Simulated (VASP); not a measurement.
Here is a VASP 6.6.1 calculation.

File INCAR:

```
ALGO = Normal
EDIFF = 1E-6
ENCUT = 520
ISIF = 2
ISMEAR = 1
LASPH = True
LCHARG = False
LREAL = False
LWAVE = False
NBANDS = 28
NELM = 100
PREC = Accurate
SIGMA = 0.05
```

The input KPOINTS:

```
k-points
0
Gamma
  11 11 11
```

POSCAR

```
AgPt3
1.0
    3.9111607631      0.0000000000      0.0000000000
    0.0000000000      3.9111607631      0.0000000000
    0.0000000000      0.0000000000      3.9111607631
Ag Pt
1 3
Direct
    0.0000000000      0.0000000000      0.0000000000
    0.0000000000      0.5000000000      0.5000000000
    0.5000000000      0.0000000000      0.5000000000
    0.5000000000      0.5000000000      0.0000000000
```

Potentials or basis: VASP PAW LDA potentials, release 64 (Ag, Pt).

Command:

```sh
$ cat potpaw_LDA.64/Ag/POTCAR potpaw_LDA.64/Pt/POTCAR > POTCAR
$ mpirun -np 1 vasp_std > vasp.out
```

(1) Predict the band gap on the k mesh.

(2) What does it give for the pressure?

Results:

(1) zero (an odd number of electrons rules out a gap without spin polarisation).

(2) 0.6 GPa.

Caveat: spin-orbit coupling is left out, which moves the levels of the heavy elements.
